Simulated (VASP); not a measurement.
Input of a VASP 6.6.1 run:

Contents of INCAR:

```
  PREC = Accurate
  ENCUT = 520
  EDIFF = 1E-6
  ISMEAR = 0
  SIGMA = 0.1
  LREAL = False
  LASPH = True
  NELM = 100
  ALGO = Fast
  ISIF = 2
  LWAVE = False
  LCHARG = False
  GGA = PE
  NBANDS = 33
```

The input KPOINTS:

```
regular mesh
0
Gamma
  12 12 8
```

Contents of POSCAR:

```
SiNi2
1.0
    3.7554492501      0.0000000000      0.0000000000
   -1.8777246250      3.2523144532      0.0000000000
    0.0000000000      0.0000000000      5.1728527806
Si Ni
2 4
Direct
    0.3333333333      0.6666666667      0.7500000000
    0.6666666667      0.3333333333      0.2500000000
    0.0000000000      0.0000000000      0.0000000000
    0.0000000000      0.0000000000      0.5000000000
    0.3333333333      0.6666666667      0.2500000000
    0.6666666667      0.3333333333      0.7500000000
```

Potentials or basis: VASP PAW PBE potentials, release 64 (Si, Ni).

Command:

```sh
$ cat potpaw_PBE.64/Si/POTCAR potpaw_PBE.64/Ni/POTCAR > POTCAR
$ mpirun -np 1 vasp_std > vasp.out
```

(1) Predict the band gap on the k mesh.

(2) Predict the pressure.

Answers

(1) zero (bands 24 and 25 overlap by 4.02 eV).

(2) 14.3 GPa.

Caveat: the cell differs from its parent crystal (biaxial strain in the a-b plane: -4.0 %, then relaxed in part); the cell stands under pressure.
